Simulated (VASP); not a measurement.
# Ti (I4/mmm) in VASP: further runs

The runs below take Ti through single point, with LDA.

All numbers are computed with VASP 6.6.1; they aren't measurements. Logs are shortened: lines on timing, memory, paths and dates and some standing lists are left out, and cuts for length are marked.

### 1 The cell of the first run

It takes space group I4/mmm (No. 139, tetragonal). Conventional cell: a = 3.380 Å, b = 3.380 Å, c = 3.331 Å, α = 90.00°, β = 90.00°, γ = 90.00°. Ti (site symmetry 4/mmm) has 14 Ti at 2.91 to 3.38 Å within 3.8 Å.

### 2 Single point, LDA (strain +0.030 along x and y, +0.015 along z)

The input, INCAR:

```
SYSTEM = Ti
ALGO = Fast
EDIFF = 1E-7
ENCUT = 520
GGA = CA
ISIF = 2
ISMEAR = 0
LASPH = .TRUE.
LCHARG = .TRUE.
LELF = .TRUE.
LREAL = .FALSE.
LVHAR = .TRUE.
LWAVE = .FALSE.
NBANDS = 12
NELM = 80
PREC = Accurate
SIGMA = 0.15
```

The input, KPOINTS:

```
k-points
0
G
  20 20 20
  0 0 0
```

The input, POSCAR:

```
Ti
1.0
   -1.6902300000      1.6902300000      1.6656150000
    1.6902300000     -1.6902300000      1.6656150000
    1.6902300000      1.6902300000     -1.6656150000
Ti
1
Direct
    0.0000000000      0.0000000000      0.0000000000
```

Potentials or basis: VASP PAW LDA potentials, release 64 (Ti_sv).

Launch:

```
$ cat potpaw_LDA.64/Ti_sv/POTCAR > POTCAR
$ mpirun -np 1 vasp_std > vasp.out
```

OUTCAR:

```text
SYSTEM = Ti
   EDIFF = 1E-7
   ENCUT = 520
   GGA = CA
   ISIF = 2
   ISMEAR = 0
   LASPH = .TRUE.
   LREAL = .FALSE.
   NELM = 80
   PREC = Accurate

 ion  position               nearest neighbor table
   1  0.000  0.000  0.000-

  LATTYP: Found a body centered tetragonal cell.
 ALAT       =     3.3804600000
 C/A-ratio  =     0.9854368932

  Lattice vectors:

 A1 = (  -1.6902300000,   1.6902300000,   1.6656150000)
 A2 = (   1.6902300000,  -1.6902300000,   1.6656150000)
 A3 = (   1.6902300000,   1.6902300000,  -1.6656150000)

Analysis of symmetry for initial positions (statically):
=====================================================================
 Subroutine PRICEL returns:
 Original cell was already a primitive cell.

 Routine SETGRP: Setting up the symmetry group for a
 body centered tetragonal supercell.

 Subroutine GETGRP returns: Found 16 space group operations
 (whereof 16 operations were pure point group operations)
 out of a pool of 16 trial point group operations.

The static configuration has the point symmetry D_4h.

Analysis of symmetry for dynamics (positions and initial velocities):
=====================================================================
 Subroutine PRICEL returns:
 Original cell was already a primitive cell.

 Routine SETGRP: Setting up the symmetry group for a
 body centered tetragonal supercell.

 Subroutine GETGRP returns: Found 16 space group operations
 (whereof 16 operations were pure point group operations)
 out of a pool of 16 trial point group operations.

The dynamic configuration has the point symmetry D_4h.

 Subroutine INISYM returns: Found 16 space group operations
 (whereof 16 operations are pure point group operations),
 and found     1 'primitive' translations

----------------------------------------------------------------------------------------

                                     Primitive cell

  volume of cell :      19.0338

  direct lattice vectors                    reciprocal lattice vectors
    -1.690230000  1.690230000  1.665615000     0.000000000  0.295817729  0.300189420
     1.690230000 -1.690230000  1.665615000     0.295817729  0.000000000  0.300189420
     1.690230000  1.690230000 -1.665615000     0.295817729  0.295817729  0.000000000

  length of vectors
     2.913422083  2.913422083  2.913422083     0.421452033  0.421452033  0.418349444

  position of ions in fractional coordinates (direct lattice)
     0.000000000  0.000000000  0.000000000

  ion indices of the primitive-cell ions
   primitive index   ion index
                 1           1

----------------------------------------------------------------------------------------

 KPOINTS: k-points

Automatic generation of k-mesh.
 Grid dimensions read from file:
 generate k-points for:   20   20   20

 Generating k-lattice:

  Cartesian coordinates                     Fractional coordinates (reciprocal lattice)
     0.000000000  0.014790886  0.015009471     0.050000000  0.000000000  0.000000000
     0.014790886  0.000000000  0.015009471     0.000000000  0.050000000  0.000000000
     0.014790886  0.014790886  0.000000000     0.000000000  0.000000000  0.050000000

  Length of vectors
     0.021072602  0.021072602  0.020917472

  Shift w.r.t. Gamma in fractional coordinates (k-lattice)
     0.000000000  0.000000000  0.000000000

 Subroutine IBZKPT returns following result:
 ===========================================

 Found    641 irreducible k-points:

 Following reciprocal coordinates:
            Coordinates               Weight
  0.000000  0.000000  0.000000      1.000000
  0.050000  0.000000  0.000000      8.000000
  0.100000 -0.000000  0.000000      8.000000
  0.150000  0.000000  0.000000      8.000000
  0.200000 -0.000000  0.000000      8.000000
  0.250000  0.000000  0.000000      8.000000
[... 16 lines left out ...]
 -0.400000  0.050000 -0.000000     16.000000
 -0.350000  0.050000  0.000000     16.000000
 [... further k-points ...]
   k-points           NKPTS =    641   k-points in BZ     NKDIM =    641   number of bands    NBANDS=     12
   number of dos      NEDOS =    301   number of ions     NIONS =      1
   total plane-waves  NPLWV =  13824
   dimension x,y,z NGX =    24 NGY =   24 NGZ =   24
   dimension x,y,z NGXF=    48 NGYF=   48 NGZF=   48
   ions per type =               1
   NGX,Y,Z   is equivalent  to a cutoff of  13.69, 13.69, 13.69 a.u.
   NGXF,Y,Z  is equivalent  to a cutoff of  27.39, 27.39, 27.39 a.u.
 SYSTEM =  Ti
   PREC   = accura    normal or accurate (medium, high low for compatibility)
   ISTART =      0    job   : 0-new  1-cont  2-samecut
   ICHARG =      2    charge: 1-file 2-atom 10-const
   ISPIN  =      1    spin polarized calculation?
   LNONCOLLINEAR =      F non collinear calculations
   LSORBIT =      F    spin-orbit coupling
   LASPH  =      T    aspherical Exc in radial PAW
   ENCUT  =  520.0 eV  38.22 Ry    6.18 a.u.   5.42  5.42  5.42*2*pi/ulx,y,z
   NELM   =     80;   NELMIN=  2; NELMDL= -5     # of ELM steps
   EDIFF  = 0.1E-06   stopping-criterion for ELM
   LREAL  =      F    real-space projection
   EDIFFG = 0.1E-05   stopping-criterion for IOM
   NSW    =      0    number of steps for IOM
   IBRION =     -1    ionic relax: 0-MD 1-quasi-New 2-CG
   NFREE  =      0    steps in history (QN), initial steepest desc. (CG)
   ISIF   =      2    stress and relaxation
   ISYM   =      2    0-nonsym 1-usesym 2-fastsym
   POTIM  = 0.5000    time-step for ionic-motion
   TEBEG  =    0.0;   TEEND  =   0.0 temperature during run
   PSTRESS=    0.0 pullay stress
   NELECT =      12.0000    total number of electrons
   NUPDOWN=      -1.0000    fix difference up-down
   EMIN   =  10.00;   EMAX   =-10.00  energy-range for DOS
   EFERMI =   0.00;   METHOD = LEGACY
   ISMEAR =     0;   SIGMA  =   0.15  broadening in eV -4-tet -1-fermi 0-gaus
   EFERMI_NEDOS =   21; number of points for ismear=-14 and -15
   IALGO  =     68    algorithm
   IMIX   =      4    mixing-type and parameters
     AMIX     =   0.40;   BMIX     =  1.00
     AMIX_MAG =   1.60;   BMIX_MAG =  1.00
  volume/ion in A,a.u.               =      19.03       128.45
  Fermi-wavevector in a.u.,A,eV,Ry     =   1.403761  2.652724 26.810891  1.970545
  Thomas-Fermi vector in A             =   2.526391
   LORBIT       =      0    0 simple, 1 ext, 2 COOP (PROOUT), +10 PAW based schemes
   GGA     = CA    functional components
   LHFCALC =     F    Hartree Fock is set to
   AEXX    =    0.0000 exact exchange contribution
   IVDW    =     0    specifies the selected vdW correction
   LEPSILON=     F    determine dielectric tensor
   LRPA    =     F    only Hartree local field effects (RPA)
 non-spin polarized calculation
 RMM-DIIS sequential band-by-band and
 Gauss-broadening in eV      SIGMA  =   0.15
  energy-cutoff  :      520.00
  volume of cell :       19.03
 maximum number of plane-waves:       535
 NGX is ok and might be reduce to    24
   NGX = 11   NGY = 11   NGZ = 11

 number of electron      12.0000000 magnetization

 Free energy of the ion-electron system (eV)
  ---------------------------------------------------
  ext. energy  EPLUGINS =         0.00000000
  ---------------------------------------------------
  free energy    TOTEN  =        -8.29167454 eV

  energy without entropy =       -8.26173472  energy(sigma->0) =       -8.27670463

 E-fermi :   6.9297     XC(G=0): -11.3491

 val. band max:        6.9288893864   @ k =  -0.2000   0.3500   0.0500
 cond. band min:       6.9306519161   @ k =  -0.3500   0.3500   0.0500
 fundamental gap:      0.0017625297
 Fermi energy:         6.9296746291

 k-point     1 :       0.0000    0.0000    0.0000
  band No.  band energies     occupation
      1     -49.0779      2.00000
      2     -25.4003      2.00000
      3     -25.3988      2.00000
      4     -25.3988      2.00000
      5       1.2599      2.00000
      6       7.7346      0.00000
      7       7.8264      0.00000
      8       7.8264      0.00000
      9       9.3226      0.00000
     10       9.4294      0.00000
     11      23.7029      0.00000
     12      23.7047      0.00000

 k-point     2 :       0.0500    0.0000    0.0000
  band No.  band energies     occupation
      1     -49.0756      2.00000
      2     -25.4127      2.00000
      3     -25.4030      2.00000
      4     -25.3996      2.00000
      5       1.3394      2.00000
      6       7.7274      0.00000
      7       7.8174      0.00000
      8       7.8545      0.00000
      9       9.3125      0.00000
     10       9.4026      0.00000
     11      23.6041      0.00000
     12      23.7674      0.00000

 k-point     3 :       0.1000   -0.0000    0.0000
  band No.  band energies     occupation
      1     -49.0688      2.00000
      2     -25.4504      2.00000
      3     -25.4150      2.00000
      4     -25.4000      2.00000
      5       1.5739      2.00000
      6       7.6415      0.00000
      7       7.7801      0.00000
      8       8.0057      0.00000
      9       9.2512      0.00000
     10       9.3766      0.00000
     11      23.1634      0.00000
     12      23.6992      0.00000

 k-point     4 :       0.1500    0.0000    0.0000
  band No.  band energies     occupation
      1     -49.0583      2.00000
      2     -25.5087      2.00000
      3     -25.4338      2.00000
      4     -25.4004      2.00000
      5       1.9512      2.00000
      6       7.4939      0.00000
      7       7.6904      0.00000
      8       8.2688      0.00000
      9       9.1633      0.00000
     10       9.3858      0.00000
     11      22.3392      0.00000
     12      23.3367      0.00000

 k-point     5 :       0.2000   -0.0000    0.0000
  band No.  band energies     occupation
      1     -49.0449      2.00000
      2     -25.5816      2.00000
      3     -25.4573      2.00000
      4     -25.4010      2.00000
      5       2.4481      2.00000
      6       7.3124      0.00031
      7       7.5377      0.00000
      8       8.6216      0.00000
      9       9.1231      0.00000
     10       9.4136      0.00000
     11      21.1699      0.00000
     12      22.7294      0.00000
[... 228 lines left out ...]
      1     -48.9819      2.00000
      2     -25.9072      2.00000
      3     -25.5688      2.00000
      4     -25.4090      2.00000
      5       4.7320      2.00000
      6       6.5563      1.99957
      7       7.8099      0.00000
      8       9.3592      0.00000
      9       9.7296      0.00000
     10      10.7833      0.00000
     11      14.8542      0.00000
     12      19.7009      0.00000

 k-point    22 :      -0.4500    0.0500   -0.0000
  band No.  band energies     occupation
      1     -48.9866      2.00000
      2     -25.8837      2.00000
      3     -25.5605      2.00000
      4     -25.4086      2.00000
      5       4.6355      2.00000
      6       6.6084      1.99755
      7       7.5606      0.00000
      8       9.3546      0.00000
      9       9.6794      0.00000
     10      10.5833      0.00000
     11      15.4580      0.00000
     12      19.8994      0.00000

 k-point    23 :      -0.4000    0.0500   -0.0000
  band No.  band energies     occupation
      1     -48.9954      2.00000
      2     -25.8389      2.00000
      3     -25.5446      2.00000
      4     -25.4081      2.00000
      5       4.3851      2.00000
      6       6.7085      1.96296
      7       7.2870      0.00075
      8       9.3120      0.00000
      9       9.6142      0.00000
     10      10.2331      0.00000
     11      16.4879      0.00000
     12      20.2818      0.00000

 k-point    24 :      -0.3500    0.0500    0.0000
  band No.  band energies     occupation
      1     -49.0075      2.00000
      2     -25.7770      2.00000
      3     -25.5227      2.00000
      4     -25.4074      2.00000
      5       3.9437      2.00000
      6       6.8499      1.54784
      7       7.1771      0.01964
      8       9.2282      0.00000
      9       9.5562      0.00000
     10       9.7980      0.00000
     11      17.7642      0.00000
     12      20.8191      0.00000

 [... further k-points ...]
[... 5 lines left out ...]
  --------------------------------------------------------------------------------------
  -------------------------------------------------------------------------------------
  Total       -1.8828934     -1.8828934     -1.9293695      0.0000000      0.0000000      0.0000000
  in kB     -158.4930018   -158.4930018   -162.4051343      0.0000000      0.0000000      0.0000000
  external PRESSURE =    -159.7970459 kB  Pullay stress =       0.0000000 kB

 VOLUME and BASIS-vectors are now :
 -----------------------------------------------------------------------------
  energy-cutoff  :      520.00
  volume of cell :       19.03
      direct lattice vectors                 reciprocal lattice vectors
    -1.690230000  1.690230000  1.665615000     0.000000000  0.295817729  0.300189420
     1.690230000 -1.690230000  1.665615000     0.295817729  0.000000000  0.300189420
     1.690230000  1.690230000 -1.665615000     0.295817729  0.295817729  0.000000000

 POSITION                                       TOTAL-FORCE (eV/Angst)
 -----------------------------------------------------------------------------------
      0.00000      0.00000      0.00000         0.000000      0.000000      0.000000
 -----------------------------------------------------------------------------------
    total drift:                                0.000000      0.000000      0.000000

  FREE ENERGIE OF THE ION-ELECTRON SYSTEM (eV)
  ---------------------------------------------------
  free  energy   TOTEN  =        -8.2916745381 eV

  energy  without entropy=       -8.2617347153  energy(sigma->0) =       -8.27670463
```

Run time: 3.3 min. Hardware: 1 thread of Intel Xeon Platinum 8259CL at 2.50GHz (Skylake/Cascade Lake), shared host; peak memory 0.25 GiB.

What came out:

| Item | Value |
| --- | --- |
| Free energy | -8.2917 eV |
| Pressure | -16.0 GPa |
| Band gap on the k mesh | zero (band 6 reaches 7.79 eV, above the bottom of band 7 at 6.34 eV) |

Levels at points of the mesh, in eV from the Fermi level:
```tsv
k point	band 2	band 3	band 4	band 5	band 6	band 7	band 8	band 9	band 10	band 11
(0.00, 0.00, 0.00)	-32.33	-32.33	-32.33	-5.67	0.80	0.90	0.90	2.39	2.50	16.77
(0.50, 0.00, 0.00)	-32.84	-32.50	-32.33	-2.24	-0.39	1.03	2.44	2.75	3.79	7.85
(0.50, 0.50, 0.00)	-32.84	-32.49	-32.33	-2.24	-0.27	0.94	2.34	2.70	3.77	7.75
(0.50, 0.50, 0.50)	-32.69	-32.69	-32.68	-1.83	-1.80	3.47	3.47	3.49	7.56	7.56
```

Caveat: the cell differs from its parent crystal (strain +0.030 along x and y, +0.015 along z).

### 3 Single point, LDA (strain -0.030 along x and y, -0.015 along z)

The input, INCAR:

```
  ALGO = Normal
  EDIFF = 1E-6
  ENCUT = 520
  GGA = CA
  ISIF = 2
  ISMEAR = 0
  LASPH = True
  LCHARG = False
  LREAL = False
  LWAVE = False
  NBANDS = 12
  NELM = 80
  PREC = Accurate
  SIGMA = 0.15
```

The input, KPOINTS:

```
k-points
0
Gamma
  20 20 20
```

The input, POSCAR:

```
Ti
1.0
   -1.5917700000      1.5917700000      1.6163850000
    1.5917700000     -1.5917700000      1.6163850000
    1.5917700000      1.5917700000     -1.6163850000
Ti
1
Direct
    0.0000000000      0.0000000000      0.0000000000
```

Potentials or basis: VASP PAW LDA potentials, release 64 (Ti_sv).

Launch:

```
$ cat potpaw_LDA.64/Ti_sv/POTCAR > POTCAR
$ mpirun -np 1 vasp_std > vasp.out
```

It took 68 s on 1 thread of Intel Xeon Platinum 8259CL at 2.50GHz (Skylake/Cascade Lake), shared host; peak memory 0.23 GiB.

Results (log left out):

```
Free energy            : -8.4665 eV
Pressure               : -3.8 GPa
Band gap on the k mesh : zero (band 6 reaches 9.44 eV, above the bottom of band 7 at 7.77 eV)
```

Stress tensor (GPa, compression positive):
```
-3.84  0.00  0.00
 0.00 -3.84  0.00
 0.00  0.00 -3.58
```

Levels at points of the mesh, in eV from the Fermi level:
```tsv
k point	band 3	band 4	band 5	band 6	band 7	band 8	band 9	band 10
(0.00, 0.00, 0.00)	-31.87	-31.87	-5.99	0.96	0.96	1.08	2.84	2.97
(0.50, 0.00, 0.00)	-32.13	-31.87	-2.59	-0.44	1.40	2.85	3.27	4.58
(0.50, 0.50, 0.00)	-32.14	-31.88	-2.60	-0.58	1.51	2.99	3.32	4.60
(0.50, 0.50, 0.50)	-32.43	-32.43	-2.33	-2.28	4.18	4.22	4.22	8.59
```

Caveat: the cell differs from its parent crystal (strain -0.030 along x and y, -0.015 along z).

[end of part 1 of 2]
